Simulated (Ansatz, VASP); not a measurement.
One calculation of Ge, two programs

```
Ge
1.0
    -2.49590    2.65086    1.43695
     2.49590   -2.65086    1.43695
     2.49590    2.65086   -1.43695
Ge
2
Direct
  0.68594 0.93594 0.75000
  0.31406 0.06406 0.25000
```

Alike in both runs: task single point; functional LDA; k mesh 15 × 15 × 15; occupations fermi-dirac, width 0.03 eV; no spin polarisation.

```csv
,VASP,Ansatz
version,VASP 6.6.1,Ansatz 0.2.0
potentials or method,"VASP PAW LDA potentials, release 64 (Ge_d), cutoff 520 eV","all-electron LAPW, scalar-relativistic"
```

Ansatz gave:

```
pressure (GPa)                                                : -4.2
traceless stress, the component that is largest in VASP (GPa) : -0.46
rms of the force components (eV/Å)                            : 0.028
```

Problem. Estimate VASP's values.

Solution. Pressure (GPa): -4.3; traceless stress, the component that is largest in VASP (GPa): -0.50; rms of the force components (eV/Å): 0.029.

LDA's correlation is that of Perdew and Zunger in VASP and of Perdew and Wang (1992) in Ansatz. Atom by atom the forces differ by 0.001 eV/Å (rms over components). Ansatz ran all-electron here, and VASP with PAW potentials.
